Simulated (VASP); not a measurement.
# InSe2 (P4/nmm) in VASP: single point with PBE

Aim: the single point of InSe2 with PBE.

All numbers are computed with VASP 6.6.1; they aren't measurements. Logs are shortened: lines on timing, memory, paths and dates and some standing lists are left out, and cuts for length are marked.

## Step 1: The cell of the first run

It takes space group P4/nmm (No. 129, tetragonal). The conventional cell has a = 3.804 Å, b = 3.804 Å, c = 8.538 Å, α = 90.00°, β = 90.00°, γ = 90.00°. Within 3.6 Å of In (site symmetry 4mm) lie 9 Se at 2.75 to 3.17 Å. Within 3.6 Å of Se (site symmetry 4mm) lie 5 In at 2.75 to 2.88 Å and 4 Se at 3.53 Å. Within 3.5 Å of Se (site symmetry -4m2) lie 4 Se at 2.69 Å and 4 In at 3.17 Å.

## Step 2: Single point, PBE (volume 20.586 Å^3 an atom, c/a of the conventional cell 2.2446)

Input file INCAR:

```
ALGO = Normal
EDIFF = 1E-6
ENCUT = 520
GGA = PE
ISIF = 2
ISMEAR = 0
LASPH = True
LCHARG = False
LREAL = False
LWAVE = False
NBANDS = 34
NELM = 60
PREC = Accurate
SIGMA = 0.15
```

Input file KPOINTS:

```
k-points
0
Gamma
  12 12 6
```

Input file POSCAR:

```
InSe2
1.0
    3.8035992528      0.0000000000      0.0000000000
    0.0000000000      3.8035992528      0.0000000000
    0.0000000000      0.0000000000      8.5375588829
In Se
2 4
Direct
    0.0000000000      0.5000000000      0.7035891433
    0.5000000000      0.0000000000      0.2964108567
    0.0000000000      0.5000000000      0.3657763741
    0.5000000000      0.0000000000      0.6342236259
    0.0000000000      0.0000000000      0.0000000000
    0.5000000000      0.5000000000      0.0000000000
```

Potentials or basis: VASP PAW PBE potentials, release 64 (In_d, Se).

Command:

```bash
$ cat potpaw_PBE.64/In_d/POTCAR potpaw_PBE.64/Se/POTCAR > POTCAR
$ mpirun -np 1 vasp_std > vasp.out
```

OUTCAR:

```text
EDIFF = 1E-6
   ENCUT = 520
   GGA = PE
   ISIF = 2
   ISMEAR = 0
   LASPH = True
   LREAL = False
   NELM = 60
   PREC = Accurate

 ion  position               nearest neighbor table
   1  0.000  0.500  0.704-   4 2.75   4 2.75   4 2.75   4 2.75   3 2.88   5 3.17   6 3.17   6 3.17
                             5 3.17
   2  0.500  0.000  0.296-   3 2.75   3 2.75   3 2.75   3 2.75   4 2.88   6 3.17   6 3.17   5 3.17
                             5 3.17
   3  0.000  0.500  0.366-   2 2.75   2 2.75   2 2.75   2 2.75   1 2.88
   4  0.500  0.000  0.634-   1 2.75   1 2.75   1 2.75   1 2.75   2 2.88
   5  0.000  0.000  0.000-   6 2.69   6 2.69   6 2.69   6 2.69   2 3.17   2 3.17   1 3.17   1 3.17

   6  0.500  0.500  0.000-   5 2.69   5 2.69   5 2.69   5 2.69   2 3.17   1 3.17   1 3.17   2 3.17

  LATTYP: Found a simple tetragonal cell.
 ALAT       =     3.8035992528
 C/A-ratio  =     2.2446000000

  Lattice vectors:

 A1 = (   3.8035992528,   0.0000000000,   0.0000000000)
 A2 = (   0.0000000000,   3.8035992528,   0.0000000000)
 A3 = (   0.0000000000,   0.0000000000,   8.5375588829)

Analysis of symmetry for initial positions (statically):
=====================================================================
 Subroutine PRICEL returns:
 Original cell was already a primitive cell.

 Routine SETGRP: Setting up the symmetry group for a
 simple tetragonal supercell.

 Subroutine GETGRP returns: Found 16 space group operations
 (whereof  8 operations were pure point group operations)
 out of a pool of 16 trial point group operations.

The static configuration has the point symmetry D_2d.
 The point group associated with its full space group is D_4h.

Analysis of symmetry for dynamics (positions and initial velocities):
=====================================================================
 Subroutine PRICEL returns:
 Original cell was already a primitive cell.

 Routine SETGRP: Setting up the symmetry group for a
 simple tetragonal supercell.

 Subroutine GETGRP returns: Found 16 space group operations
 (whereof  8 operations were pure point group operations)
 out of a pool of 16 trial point group operations.

The dynamic configuration has the point symmetry D_2d.
 The point group associated with its full space group is D_4h.

 Subroutine INISYM returns: Found 16 space group operations
 (whereof  8 operations are pure point group operations),
 and found     1 'primitive' translations

----------------------------------------------------------------------------------------
[... 99 lines left out ...]
   ENCUT  =  520.0 eV  38.22 Ry    6.18 a.u.   7.07  7.07 15.87*2*pi/ulx,y,z
   NELM   =     60;   NELMIN=  2; NELMDL= -5     # of ELM steps
   EDIFF  = 0.1E-05   stopping-criterion for ELM
   LREAL  =      F    real-space projection
   EDIFFG = 0.1E-04   stopping-criterion for IOM
   NSW    =      0    number of steps for IOM
   IBRION =     -1    ionic relax: 0-MD 1-quasi-New 2-CG
   NFREE  =      0    steps in history (QN), initial steepest desc. (CG)
   ISIF   =      2    stress and relaxation
   ISYM   =      2    0-nonsym 1-usesym 2-fastsym
   POTIM  = 0.5000    time-step for ionic-motion
   TEBEG  =    0.0;   TEEND  =   0.0 temperature during run
   PSTRESS=    0.0 pullay stress
   NELECT =      50.0000    total number of electrons
   NUPDOWN=      -1.0000    fix difference up-down
   EMIN   =  10.00;   EMAX   =-10.00  energy-range for DOS
   EFERMI =   0.00;   METHOD = LEGACY
   ISMEAR =     0;   SIGMA  =   0.15  broadening in eV -4-tet -1-fermi 0-gaus
   EFERMI_NEDOS =   21; number of points for ismear=-14 and -15
   IALGO  =     38    algorithm
   IMIX   =      4    mixing-type and parameters
     AMIX     =   0.40;   BMIX     =  1.00
     AMIX_MAG =   1.60;   BMIX_MAG =  1.00
  volume/ion in A,a.u.               =      20.59       138.92
  Fermi-wavevector in a.u.,A,eV,Ry     =   1.211036  2.288526 19.954420  1.466608
  Thomas-Fermi vector in A             =   2.346564
   LORBIT       =      0    0 simple, 1 ext, 2 COOP (PROOUT), +10 PAW based schemes
   GGA     = PE    functional components
   LHFCALC =     F    Hartree Fock is set to
   AEXX    =    0.0000 exact exchange contribution
   IVDW    =     0    specifies the selected vdW correction
   LEPSILON=     F    determine dielectric tensor
   LRPA    =     F    only Hartree local field effects (RPA)
 non-spin polarized calculation
 Gauss-broadening in eV      SIGMA  =   0.15
  energy-cutoff  :      520.00
  volume of cell :      123.52
 maximum number of plane-waves:      3356
   NGX = 15   NGY = 15   NGZ = 31

 number of electron      49.9999989 magnetization

 Free energy of the ion-electron system (eV)
  ---------------------------------------------------
  ext. energy  EPLUGINS =         0.00000000
  ---------------------------------------------------
  free energy    TOTEN  =       -19.59964851 eV

  energy without entropy =      -19.58250846  energy(sigma->0) =      -19.59107849

 E-fermi :   6.9125     XC(G=0): -10.6980

 val. band max:        6.9100536732   @ k =   0.0833   0.0000   0.3333
 cond. band min:       6.9327943511   @ k =   0.0833   0.0833   0.1667
 fundamental gap:      0.0227406779
 Fermi energy:         6.9124517995

 k-point     1 :       0.0000    0.0000    0.0000
  band No.  band energies     occupation
      1      -8.9922      2.00000
      2      -8.0115      2.00000
      3      -7.8683      2.00000
      4      -7.6688      2.00000
      5      -7.6562      2.00000
      6      -7.5902      2.00000
[... 877 lines left out ...]
     33      13.6627      0.00000
     34      14.7597      0.00000

 [... further k-points ...]
[... 5 lines left out ...]
  --------------------------------------------------------------------------------------
  -------------------------------------------------------------------------------------
  Total        7.5953169      7.5953169      9.8178414      0.0000000      0.0000000      0.0000000
  in kB       98.5220091     98.5220091    127.3512975      0.0000000      0.0000000      0.0000000
  external PRESSURE =     108.1317719 kB  Pullay stress =       0.0000000 kB

 VOLUME and BASIS-vectors are now :
 -----------------------------------------------------------------------------
  energy-cutoff  :      520.00
  volume of cell :      123.52
      direct lattice vectors                 reciprocal lattice vectors
     3.803599253  0.000000000  0.000000000     0.262908875  0.000000000  0.000000000
     0.000000000  3.803599253  0.000000000     0.000000000  0.262908875  0.000000000
     0.000000000  0.000000000  8.537558883     0.000000000  0.000000000  0.117129500

 POSITION                                       TOTAL-FORCE (eV/Angst)
 -----------------------------------------------------------------------------------
      0.00000      1.90180      6.00693         0.000000      0.000000     -0.046266
      1.90180      0.00000      2.53063        -0.000000      0.000000      0.046266
      0.00000      1.90180      3.12284         0.000000     -0.000000      0.010634
      1.90180      0.00000      5.41472         0.000000      0.000000     -0.010634
      0.00000      0.00000      0.00000         0.000000     -0.000000      0.000000
      1.90180      1.90180      0.00000         0.000000      0.000000      0.000000
 -----------------------------------------------------------------------------------
    total drift:                                0.000000      0.000000      0.000000

  FREE ENERGIE OF THE ION-ELECTRON SYSTEM (eV)
  ---------------------------------------------------
  free  energy   TOTEN  =       -19.5996485133 eV

  energy  without entropy=      -19.5825084616  energy(sigma->0) =      -19.59107849
```

OSZICAR:

```text
N       E                     dE             d eps       ncg     rms          rms(c)
DAV:   1     0.467086536602E+03    0.46709E+03   -0.22483E+04  7618   0.169E+03
DAV:   2     0.429083526953E+02   -0.42418E+03   -0.40531E+03  7792   0.419E+02
DAV:   3    -0.169339122369E+02   -0.59842E+02   -0.57121E+02  9702   0.155E+02
DAV:   4    -0.200620934757E+02   -0.31282E+01   -0.30849E+01  9248   0.333E+01
DAV:   5    -0.201626515169E+02   -0.10056E+00   -0.10036E+00 10322   0.649E+00    0.901E+00
DAV:   6    -0.196366378048E+02    0.52601E+00   -0.71865E-01 10596   0.148E+01    0.529E+00
DAV:   7    -0.196062962428E+02    0.30342E-01   -0.56549E-01 11564   0.666E+00    0.121E+00
DAV:   8    -0.195989895150E+02    0.73067E-02   -0.97504E-02 11386   0.353E+00    0.630E-01
DAV:   9    -0.195996045520E+02   -0.61504E-03   -0.10731E-02  9744   0.633E-01    0.207E-01
DAV:  10    -0.195996338683E+02   -0.29316E-04   -0.69637E-04 12082   0.220E-01    0.126E-01
DAV:  11    -0.195996636885E+02   -0.29820E-04   -0.21125E-04 10440   0.141E-01    0.492E-02
DAV:  12    -0.195996474024E+02    0.16286E-04   -0.34855E-05 10182   0.552E-02    0.101E-02
DAV:  13    -0.195996486526E+02   -0.12502E-05   -0.10406E-05  8564   0.170E-02    0.358E-03
DAV:  14    -0.195996485133E+02    0.13933E-06   -0.39759E-07  4422   0.597E-03
   1 F= -.19599649E+02 E0= -.19591078E+02  d E =-.171401E-01
```

stdout:

```text
POSCAR found type information on POSCAR InSe
 POSCAR found :  2 types and       6 ions
 scaLAPACK will be used
 LDA part: xc-table for (Slater+PW92), standard interpolation
 POSCAR, INCAR and KPOINTS ok, starting setup
 FFT: planning ... GRIDC
 FFT: planning ... GRID_SOFT
 FFT: planning ... GRID
 WAVECAR not read
 entering main loop
```

It took 5.8 min on 1 thread of Intel Xeon Platinum 8259CL at 2.50GHz (Skylake/Cascade Lake), shared host; peak memory 0.48 GiB.

Results:

| Item | Value |
| --- | --- |
| Free energy | -19.5996 eV |
| Pressure | 10.8 GPa |
| Largest force | 0.046 eV/Å |
| Band gap on the k mesh | zero (band 25 reaches 7.96 eV, above the bottom of band 26 at 5.32 eV) |

Forces on the atoms (eV/Å):
```
In   0.000  0.000 -0.046
In   0.000  0.000  0.046
Se   0.000  0.000  0.011
Se   0.000  0.000 -0.011
Se   0.000  0.000  0.000
Se   0.000  0.000  0.000
```

Caveat: spin-orbit coupling is left out, which moves the levels of the heavy elements.
